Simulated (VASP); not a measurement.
The system is Re.

```xyz
2
Lattice="2.7971 0.0000 0.0000 -1.3986 2.4224 0.0000 0.0000 0.0000 4.5169" Properties=species:S:1:pos:R:3 pbc="T T T"
Re    1.3986    0.8075    3.3877
Re    0.0000    1.6149    1.1292
```

This cell differs from its parent crystal: volume scaled by 1.04.

- Program: VASP 6.6.1
- Task: relaxation of cell and atoms
- Functional: LDA
- Potentials or basis: VASP PAW LDA potentials, release 64 (Re)
- Cutoff: 600 eV
- k mesh: 11 × 11 × 6
- Occupations: methfessel-paxton, width 0.1 eV
- Spin: no spin polarisation

At the start: pressure -22.2 GPa; volume 15.30 Å³/atom.

Q: Where does the relaxation end?

A: Over 7 steps the energy falls by 67.4 meV/atom and the volume is 14.38 Å³/atom (-6.0 %); space group P6_3/mmc (No. 194, to 0.05 Å).

The path:
```tsv
step	energy change (eV)	largest force (eV/Å)	pressure (GPa)	volume (Å³)
1	0.0000	0.0000	-22.20	30.61
2	2.9880	0.0000	190.16	22.14
3	-0.1327	0.0000	-3.05	28.99
4	-0.1346	0.0000	-0.92	28.83
5	-0.1348	0.0000	0.01	28.77
6	-0.1348	0.0000	0.01	28.77
7	-0.1348	0.0000	0.01	28.77
```

Final structure:
```
Re
1.0
     2.74102    0.00000    0.00000
    -1.37051    2.37379    0.00000
     0.00000    0.00000    4.42120
Re
2
Direct
  0.66667 0.33333 0.75000
  0.33333 0.66667 0.25000
```

Caveat: the cell differs from its parent crystal (volume scaled by 1.04).
